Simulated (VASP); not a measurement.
A run of VASP 6.6.1 is set up as follows.

Contents of INCAR:

```
ALGO = Fast
EDIFF = 1E-7
ENCUT = 520
GGA = PS
ISIF = 2
ISMEAR = 0
LASPH = T
LCHARG = T
LELF = T
LREAL = F
LVHAR = T
LWAVE = F
NBANDS = 14
NELM = 80
PREC = Accurate
SIGMA = 0.15
```

File KPOINTS:

```
k-points
0
Gamma
  16 16 16
```

Contents of POSCAR:

```
AlNi
1.0
    2.8618233745      0.0000000000      0.0000000000
    0.0000000000      2.8618233745      0.0000000000
    0.0000000000      0.0000000000      2.8618233745
Al Ni
1 1
Direct
   -0.0265564957     -0.0265564957      0.0000000000
    0.5122081036      0.5122081036      0.5000000000
```

Potentials or basis: VASP PAW PBE potentials, release 64 (Al, Ni).

Launch:

```sh
$ cat potpaw_PBE.64/Al/POTCAR potpaw_PBE.64/Ni/POTCAR > POTCAR
$ mpirun -np 1 vasp_std > vasp.out
```

Predict the pressure.

1.9 GPa.

What does it give for the band gap on the k mesh?

Zero (an odd number of electrons rules out a gap without spin polarisation).

Predict the largest force.

1.023 eV/Å.

Forces in eV/Å, atoms in the order of the input:
```
Al   0.723  0.723  0.000
Ni  -0.723 -0.723  0.000
```

Caveat: the cell differs from its parent crystal (atoms displaced along several vibrational modes); the PAW data sets were made with another functional, which shifts forces and pressure a little. Spin polarisation is off, so any magnetic state and its effect on volume and gap are missing.
